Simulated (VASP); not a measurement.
AlH: single point with PBE

The system is AlH.

```
Al H
1.0
     3.16099   -2.37480   -0.08836
     3.16099    2.37480   -0.08836
    -3.05191    0.00000    3.86365
Al H
2 2
Cartesian
  -1.4874 0.0000 3.2617
  4.7575 0.0000 0.4253
  3.6518 0.0000 1.7883
  -0.3818 0.0000 1.8987
```

```
Program             : VASP 6.6.1
Task                : single point
Functional          : PBE
Potentials or basis : VASP PAW PBE potentials, release 64 (Al, H)
Cutoff              : 520 eV
k mesh              : 16 × 16 × 10
Occupations         : gaussian, width 0.1 eV
Spin                : no spin polarisation
```

```yaml
Pressure: -0.1 GPa
Largest_force: 0.012 eV/Å
Band_gap_on_the_k_mesh: zero (band 4 reaches 4.82 eV, above the bottom of band 5 at 1.78 eV)
```

Forces in eV/Å, atoms in the order of the input:
```
Al  -0.001  0.000 -0.012
Al   0.001  0.000  0.012
H    0.002  0.000  0.000
H   -0.002  0.000  0.000
```

Levels at points of the mesh, in eV from the Fermi level:
```
           k point  band 1  band 2  band 3  band 4  band 5  band 6  band 7  band 8
(0.00, 0.00, 0.00)   -9.64   -2.39   -2.13    1.39    2.10    3.79    4.28    4.53
(0.50, 0.00, 0.00)   -7.90   -5.33   -2.50   -1.99    1.97    2.43    5.47    6.61
(0.50, 0.50, 0.00)   -6.75   -4.62   -3.61   -1.86   -1.64    0.23    6.24    7.86
(0.00, 0.00, 0.50)   -8.03   -6.31   -2.81    0.23    2.36    3.67    6.43    6.72
(0.50, 0.00, 0.50)   -7.89   -5.33   -2.50   -2.00    1.96    2.42    5.48    6.62
(0.50, 0.50, 0.50)   -7.32   -5.83   -2.23   -0.48    0.46    2.17    2.67    5.04
```

Wall time 5.6 min on 1 thread of Intel(R) Xeon(R) Platinum 8488C (Sapphire Rapids) (shared host), peak memory 0.5 GiB.
